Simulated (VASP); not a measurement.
BeS, 2 atoms in the cell. The structure is cubic, space group F-43m (No. 216). Conventional cell: a = 4.876 Å, b = 4.876 Å, c = 4.876 Å, α = 90.00°, β = 90.00°, γ = 90.00°. Be (site symmetry -43m) has 4 S at 2.11 Å within 2.8 Å. S (site symmetry -43m) has 4 Be at 2.11 Å within 2.8 Å. 

- Program: VASP 6.6.1
- Task: relaxation of cell and atoms
- Functional: PBE
- Potentials or basis: VASP PAW PBE potentials, release 64 (Be, S)
- Cutoff: 600 eV
- k mesh: 8 × 8 × 8
- Occupations: gaussian, width 0.01 eV
- Spin: no spin polarisation
- Dipole correction: no
- Further INCAR settings: ALGO = Normal; EDIFF = 1e-07; IBRION = 2; EDIFFG = -0.001; NSW = 80; ISIF = 3

Potentials or basis: VASP PAW PBE potentials, release 64 (Be, S).

Launch:

```sh
$ cat potpaw_PBE.64/Be/POTCAR potpaw_PBE.64/S/POTCAR > POTCAR
$ mpirun -np 1 vasp_std > vasp.out
```

Hardware: 1 thread of Intel(R) Xeon(R) Platinum 8259CL CPU @ 2.50GHz (Skylake/Cascade Lake), with other jobs on the host.

Task: Estimate the wall time of this run.

Result: It took 14 s on 1 thread of Intel(R) Xeon(R) Platinum 8259CL CPU @ 2.50GHz (Skylake/Cascade Lake) (shared host), peak memory 0.15 GiB. Counts: scf iterations 20, k points 29, ion steps 2.
